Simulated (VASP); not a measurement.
Write the native input for VASP 6.6.1 that does the following.

* Task: single point
* Functional: PBE
* Potentials or basis: VASP PAW PBE potentials, release 64 (Ba_sv, F, Li_sv)
* Cutoff: 520 eV
* k mesh: 1 × 1 × 1
* Occupations: fermi-dirac, width 0.05 eV
* Spin: no spin polarisation
* Dipole correction: no
* Further INCAR settings: LREAL = Auto; ALGO = Normal; EDIFF = 1e-06; NBANDS = 61; ISYM = 0

The structure of BaLi7F9 lies in POSCAR:

```
BaLi7F9
1.0
    5.6029570000      0.0278370000     -0.0374620000
    0.0278370000      5.7534950000     -0.0718080000
   -0.0374620000     -0.0718080000      5.5402340000
Ba F Li
1 9 7
Direct
    0.7863601653      0.0251368852      0.6838910873
    0.6808694353      0.6348660564      0.4145783721
    0.0366005111      0.3918872112      0.5751442566
    0.2862538461      0.5348962995      0.1845843470
    0.8262382910      0.6663788037      0.9778870113
    0.3593749545      0.8031257246      0.7642151499
    0.4918039953      0.1056508852      0.2927137265
    0.4916813055      0.3131203719      0.8371828541
    0.0388167803      0.2082612673     -0.0046415044
    0.0745325931      0.9230891392      0.3765668246
    0.1964999013      0.2538597863      0.3046872105
    0.9784678454      0.6356700682      0.2794141112
    0.6159073990      0.5659143614      0.7550058899
    0.6045890038      0.4285642839      0.1828822496
    0.1813127190      0.5014050144      0.8403443299
    0.2880952548      1.0140366562      0.0001885423
    0.3729688553      0.7963252440      0.4020811544
```

The input as run:

INCAR

```
SYSTEM = BaLi7F9
ALGO = Normal
EDIFF = 1E-6
ENCUT = 520
GGA = PE
ISIF = 2
ISMEAR = -1
ISYM = 0
LASPH = .True.
LCHARG = .False.
LREAL = Auto
LWAVE = .False.
NBANDS = 61
NELM = 60
PREC = Accurate
SIGMA = 0.05
```

KPOINTS

```
k-points
0
Gamma
  1 1 1
  0 0 0
```

Potentials or basis: VASP PAW PBE potentials, release 64 (Ba_sv, F, Li_sv).

Command:

```sh
$ cat potpaw_PBE.64/Ba_sv/POTCAR potpaw_PBE.64/F/POTCAR potpaw_PBE.64/Li_sv/POTCAR > POTCAR
$ mpirun -np 1 vasp_gam > vasp.out
```

It gave:

```
Largest force          : 1.112 eV/Å
Band gap on the k mesh : 7.26 eV
```

Caveat: the k points lie up to 1.13 Å⁻¹ apart; spin-orbit coupling is left out, which moves the levels of the heavy elements.

Wall time 14 s on 1 thread of Intel(R) Xeon(R) 6975P-C (Granite Rapids), on a shared host, peak memory 0.26 GiB.
